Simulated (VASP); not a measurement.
# TaSb (rocksalt type) (Fm-3m) in VASP: further runs, part 2 of 2

VASP 6.6.1. Earlier steps stand in the parts before.

## (4) Relaxation of cell and atoms, PBE

This run uses another cell than the first one, of 22.62 Å³/atom.

Contents of INCAR:

```
PREC = Accurate
ENCUT = 600
EDIFF = 1E-6
ISMEAR = -1
SIGMA = 0.05
LREAL = F
LASPH = T
NELM = 100
ALGO = Normal
ISIF = 3
LWAVE = F
LCHARG = F
GGA = PE
IBRION = 2
NSW = 60
EDIFFG = -0.005
```

Contents of KPOINTS:

```
regular mesh
0
Gamma
  12 12 12
```

Contents of POSCAR:

```
TaSb
1.0
    0.0000000000      2.8280429418      2.8280429418
    2.8280429418      0.0000000000      2.8280429418
    2.8280429418      2.8280429418      0.0000000000
Ta Sb
1 1
Direct
    0.0000000000      0.0000000000      0.0000000000
    0.5000000000      0.5000000000      0.5000000000
```

Potentials or basis: VASP PAW PBE potentials, release 64 (Ta_pv, Sb).

On the command line:

```console
$ cat potpaw_PBE.64/Ta_pv/POTCAR potpaw_PBE.64/Sb/POTCAR > POTCAR
$ mpirun -np 1 vasp_std > vasp.out
```

OUTCAR:

```text
PREC = Accurate
   ENCUT = 600
   EDIFF = 1E-6
   ISMEAR = -1
   LREAL = F
   LASPH = T
   NELM = 100
   ISIF = 3
   GGA = PE
   IBRION = 2
   NSW = 60
   EDIFFG = -0.005

 ion  position               nearest neighbor table
   1  0.000  0.000  0.000-   2 2.83   2 2.83   2 2.83   2 2.83   2 2.83   2 2.83
   2  0.500  0.500  0.500-   1 2.83   1 2.83   1 2.83   1 2.83   1 2.83   1 2.83

  LATTYP: Found a face centered cubic cell.
 ALAT       =     5.6560858836

  Lattice vectors:

 A1 = (   0.0000000000,   2.8280429418,   2.8280429418)
 A2 = (   2.8280429418,   0.0000000000,   2.8280429418)
 A3 = (   2.8280429418,   2.8280429418,   0.0000000000)

Analysis of symmetry for initial positions (statically):
=====================================================================
 Subroutine PRICEL returns:
 Original cell was already a primitive cell.

 Routine SETGRP: Setting up the symmetry group for a
 face centered cubic supercell.

 Subroutine GETGRP returns: Found 48 space group operations
 (whereof 48 operations were pure point group operations)
 out of a pool of 48 trial point group operations.

The static configuration has the point symmetry O_h .

Analysis of symmetry for dynamics (positions and initial velocities):
=====================================================================
 Subroutine PRICEL returns:
 Original cell was already a primitive cell.

 Routine SETGRP: Setting up the symmetry group for a
 face centered cubic supercell.

 Subroutine GETGRP returns: Found 48 space group operations
 (whereof 48 operations were pure point group operations)
 out of a pool of 48 trial point group operations.

The dynamic configuration has the point symmetry O_h .

 Subroutine INISYM returns: Found 48 space group operations
 (whereof 48 operations are pure point group operations),
 and found     1 'primitive' translations

----------------------------------------------------------------------------------------

[... 131 lines left out ...]

 number of electron      16.0000000 magnetization

 Free energy of the ion-electron system (eV)
  ---------------------------------------------------
  ext. energy  EPLUGINS =         0.00000000
  ---------------------------------------------------
  free energy    TOTEN  =       -14.71378062 eV

  energy without entropy =      -14.69775491  energy(sigma->0) =      -14.70576776

------------------------ aborting loop because EDIFF is reached ----------------------------------------

  FORCE on cell =-STRESS in cart. coord.  units (eV):
  Direction    XX          YY          ZZ          XY          YZ          ZX
  --------------------------------------------------------------------------------------
  -------------------------------------------------------------------------------------
  Total       -0.0291199     -0.0291199     -0.0291199      0.0000000     -0.0000000     -0.0000000
  in kB       -1.0313650     -1.0313650     -1.0313650      0.0000000     -0.0000000     -0.0000000
  external PRESSURE =      -1.0313650 kB  Pullay stress =       0.0000000 kB
[... 59 lines left out ...]
--------------------------------------- Ionic step        3  -------------------------------------------

 number of electron      16.0000000 magnetization

 Free energy of the ion-electron system (eV)
  ---------------------------------------------------
  ext. energy  EPLUGINS =         0.00000000
  ---------------------------------------------------
  free energy    TOTEN  =       -14.71379544 eV

  energy without entropy =      -14.69779590  energy(sigma->0) =      -14.70579567

 E-fermi :   7.9578     XC(G=0): -11.1365

 val. band max:        7.9468571542   @ k =   0.3333   0.0000   0.0000
 cond. band min:       7.9789832489   @ k =   0.3333   0.2500   0.0833
 fundamental gap:      0.0321260947
 Fermi energy:         7.9577937114

 k-point     1 :       0.0000    0.0000    0.0000
  band No.  band energies     occupation
      1     -27.4796      2.00000
      2     -27.4796      2.00000
      3     -27.4796      2.00000
      4      -4.4585      2.00000
      5       6.7592      2.00000
      6       6.7592      2.00000
      7       6.7592      2.00000
      8       7.3391      1.99999
      9       7.3391      1.99999
     10       8.3981      0.00030
     11       8.3981      0.00030
     12       8.3981      0.00030
[... 331 lines left out ...]
 k-point    24 :      -0.4167    0.1667    0.0000
  band No.  band energies     occupation
      1     -27.5272      2.00000
      2     -27.4916      2.00000
      3     -27.4829      2.00000
      4      -1.9669      2.00000
      5       1.5023      2.00000
      6       4.0012      2.00000
      7       4.3624      2.00000
      8       8.1932      0.01787
      9       8.3984      0.00030
     10       8.5762      0.00001
     11      11.2192      0.00000
     12      12.2241      0.00000

 [... further k-points ...]

------------------------ aborting loop because EDIFF is reached ----------------------------------------

  FORCE on cell =-STRESS in cart. coord.  units (eV):
  Direction    XX          YY          ZZ          XY          YZ          ZX
  --------------------------------------------------------------------------------------
  -------------------------------------------------------------------------------------
  Total        0.0032234      0.0032234      0.0032234      0.0000000     -0.0000000     -0.0000000
  in kB        0.1142721      0.1142721      0.1142721      0.0000000     -0.0000000     -0.0000000
  external PRESSURE =       0.1142721 kB  Pullay stress =       0.0000000 kB
[... 17 lines left out ...]
  FREE ENERGIE OF THE ION-ELECTRON SYSTEM (eV)
  ---------------------------------------------------
  free  energy   TOTEN  =       -14.7137954376 eV

  energy  without entropy=      -14.6977959018  energy(sigma->0) =      -14.70579567

 reached required accuracy - stopping structural energy minimisation
```

OSZICAR:

```text
N       E                     dE             d eps       ncg     rms          rms(c)
DAV:   1     0.982086016914E+02    0.98209E+02   -0.86862E+03  1728   0.135E+03
DAV:   2    -0.119349038739E+02   -0.11014E+03   -0.10652E+03  2096   0.290E+02
DAV:   3    -0.154306862578E+02   -0.34958E+01   -0.33273E+01  2192   0.477E+01
DAV:   4    -0.154972088915E+02   -0.66523E-01   -0.66192E-01  1916   0.658E+00
[... 18 lines left out ...]
DAV:   1    -0.147139172104E+02   -0.14596E-03   -0.33506E-03  1816   0.671E-01    0.793E-02
DAV:   2    -0.147138126084E+02    0.10460E-03   -0.24106E-04  1800   0.150E-01    0.226E-02
DAV:   3    -0.147137985642E+02    0.14044E-04   -0.22592E-05  2048   0.440E-02    0.819E-03
DAV:   4    -0.147137955725E+02    0.29917E-05   -0.72512E-06  1896   0.225E-02    0.360E-03
DAV:   5    -0.147137954376E+02    0.13485E-06   -0.14227E-07   872   0.378E-03
   3 F= -.14713795E+02 E0= -.14705796E+02  d E =-.148179E-04
```

CONTCAR:

```text
TaSb
   1.00000000000000
     0.0000000000000000    2.8271751146512192    2.8271751146512192
     2.8271751146512192   -0.0000000000000000    2.8271751146512192
     2.8271751146512192    2.8271751146512192   -0.0000000000000000
  Ta              Sb
     1     1
Direct
     0.0000000000000000    0.0000000000000000    0.0000000000000000
     0.5000000000000000    0.5000000000000000    0.5000000000000000

  0.00000000E+00  0.00000000E+00  0.00000000E+00
  0.00000000E+00  0.00000000E+00  0.00000000E+00
```

It took 32 s on 1 thread of Intel Xeon 6975P-C (Granite Rapids), shared host; peak memory 0.23 GiB.

What came out:

```
Free energy                           : -14.7138 eV
Relaxed volume                        : 22.60 Å³/atom
Relaxed cell                          : a = 3.998 Å, b = 3.998 Å, c = 3.998 Å, α = 60.00°, β = 60.00°, γ = 60.00°
Space group after relaxing (to 0.1 Å) : Fm-3m (No. 225)
Energy gained by relaxing             : 0.0 meV/atom
Ionic steps                           : 3
Pressure after relaxing               : 0.0 GPa
Band gap on the k mesh                : zero (bands 8 and 9 overlap by 1.47 eV)
```

Final structure:
```cif
data_structure
_symmetry_space_group_name_H-M 'P 1'
_symmetry_Int_Tables_number 1
_cell_length_a 3.9982
_cell_length_b 3.9982
_cell_length_c 3.9982
_cell_angle_alpha 60.000
_cell_angle_beta 60.000
_cell_angle_gamma 60.000
_cell_volume 45.19
loop_
_atom_site_label
_atom_site_type_symbol
_atom_site_fract_x
_atom_site_fract_y
_atom_site_fract_z
_atom_site_occupancy
Ta1 Ta 0.00000 0.00000 0.00000 1
Sb1 Sb 0.50000 0.50000 0.50000 1
```

Caveat: spin-orbit coupling is left out, which moves the levels of the heavy elements.
